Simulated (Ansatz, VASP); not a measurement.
# Mg3Se in VASP and in Ansatz

INCAR

```
SYSTEM = Mg3Se
ALGO     = Normal         ! electronic algorithm
EDIFF    = 1E-6           ! SCF threshold, eV
ENCUT    = 520            ! plane-wave cutoff, eV
GGA      = PE             ! functional
ISIF     = 2              ! what is computed and relaxed
ISMEAR   = 0              ! smearing method
LASPH    = .TRUE.         ! aspherical terms in the spheres
LCHARG   = .FALSE.        ! write CHGCAR
LREAL    = .FALSE.        ! projectors in reciprocal space
LWAVE    = .FALSE.        ! write WAVECAR
NBANDS   = 14             ! bands
NELM     = 60             ! most SCF steps
PREC     = Accurate       ! precision mode
SIGMA    = 0.1            ! smearing width, eV
```

Contents of KPOINTS:

```
k-points
0
G
  4 4 4
  0 0 0
```

The input POSCAR:

```
Mg3Se
1.0
    4.3128833469      0.0000000000      0.0000000000
    0.0000000000      4.3128833469      0.0000000000
    0.0000000000      0.0000000000      4.3128833469
Mg Se
3 1
Direct
    0.0000000000      0.5000000000      0.5000000000
    0.5000000000      0.0000000000      0.5000000000
    0.5000000000      0.5000000000      0.0000000000
    0.0000000000      0.0000000000      0.0000000000
```

Input for Ansatz:

```yaml
crystal:
  lattice:
    - [4.3128833469, 0.0, 0.0]
    - [0.0, 4.3128833469, 0.0]
    - [0.0, 0.0, 4.3128833469]
  atoms:
    - { symbol: Mg, position: [0.0, 0.5, 0.5] }
    - { symbol: Mg, position: [0.5, 0.0, 0.5] }
    - { symbol: Mg, position: [0.5, 0.5, 0.0] }
    - { symbol: Se, position: [0.0, 0.0, 0.0] }
basis:
  ecutwfc: 420
kpoints:
  mp_grid: { grid: [4, 4, 4] }
hamiltonian:
  xc: pbe
scf:
  occupations: { method: gaussian, width: 0.1 }
  lower_state_search: "off"
output:
  forces: true
  stress: true
  eigenvalues: true
```

Alike in both runs: task single point; functional PBE; k mesh 4 × 4 × 4; occupations gaussian, width 0.1 eV; no spin polarisation.

|  | VASP | Ansatz |
| --- | --- | --- |
| version | VASP 6.6.1 | Ansatz 0.2.0 |
| potentials or method | VASP PAW PBE potentials, release 64 (Mg, Se), cutoff 520 eV | scalar-relativistic, plane waves, PAW |
| valence electrons in the cell | 12 | 46 |

|  | VASP | Ansatz | Ansatz less VASP |
| --- | --- | --- | --- |
| gap on the k mesh at the Fermi level (eV) | none | none | - |
| pressure (GPa) | 4.6 | 4.7 | +0.11 |

A gap of «none» marks a metal or a gap that the smearing closes. VASP's potentials hold 12 valence electrons a cell and Ansatz's 46, so a difference there can come from the potentials and not from the codes.

The k mesh is coarse, so the values compare programs but aren't converged.
